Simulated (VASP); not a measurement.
Au, 2 atoms in the cell. It takes space group Fd-3m (No. 227, cubic). The conventional cell has a = 6.204 Å, b = 6.204 Å, c = 6.204 Å, α = 90.00°, β = 90.00°, γ = 90.00°. Au (site symmetry -43m) has 4 Au at 2.69 Å within 3.5 Å. This isn't the form of Au at room conditions, which is fcc.

```yaml
Program: VASP 6.6.1
Task: single point
Functional: PBE
Potentials_or_basis: VASP PAW PBE potentials, release 64 (Au)
Cutoff: 520 eV
k_mesh: 31 × 31 × 31
Occupations: fermi-dirac, width 0.0612256 eV
Spin: no spin polarisation
Dipole_correction: no
Further_INCAR_settings: ALGO = Normal; EDIFF = 1e-06; NBANDS = 18
```

Potentials or basis: VASP PAW PBE potentials, release 64 (Au).

The run is started by

```sh
$ cat potpaw_PBE.64/Au/POTCAR > POTCAR
$ mpirun -np 1 vasp_std > vasp.out
```

Hardware: 1 thread of Intel Xeon 8259CL (shared host).

How long does it take, and how much memory?

Run time: 25 min on 1 thread of Intel Xeon 8259CL, with other jobs on the host, peak memory 0.75 GiB. Counts: scf iterations 11, k points 816.
